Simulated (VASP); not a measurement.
Runs of VASP 6.6.1 on TiH4. The structure is that of space group Im-3m (No. 229), or close to it. The cells are those of the table. 

```tsv
task	cell	k mesh	cutoff (eV)	gap on the mesh (eV)	pressure (GPa)	relaxed volume (Å³/atom)
relaxation of cell and atoms	relaxed from a = 3.902 Å, angles 109.5°, 5 atoms	6 × 6 × 6	600	none	0.2	7.69
single point	a = 3.902 Å, angles 109.5°, 5 atoms	6 × 6 × 6	520	none	(b)	-
single point	a = 3.693 Å, angles 109.5°, 5 atoms	12 × 12 × 12	520	none	-0.1	-
single point	a = 3.681 Å, angles 109.5°, 5 atoms	6 × 6 × 6	520	none	(a)	-
relaxation of cell and atoms	relaxed from a = 3.681 Å, angles 109.5°, 5 atoms	12 × 12 × 12	600	none	0.0	7.75
```

Alike in all rows: level PBE; potentials or basis VASP PAW PBE potentials, release 64 (Ti_sv, H); no spin polarisation; smearing gaussian 0.1 eV.

Q: Fill in the values left out.

A: (a) 0.1; (b) -10.2.

Caveats: the volume moved by over 15 % at a fixed basis, so the end points are rough (some runs).

A gap of «none» marks levels without a gap at the run's occupations.
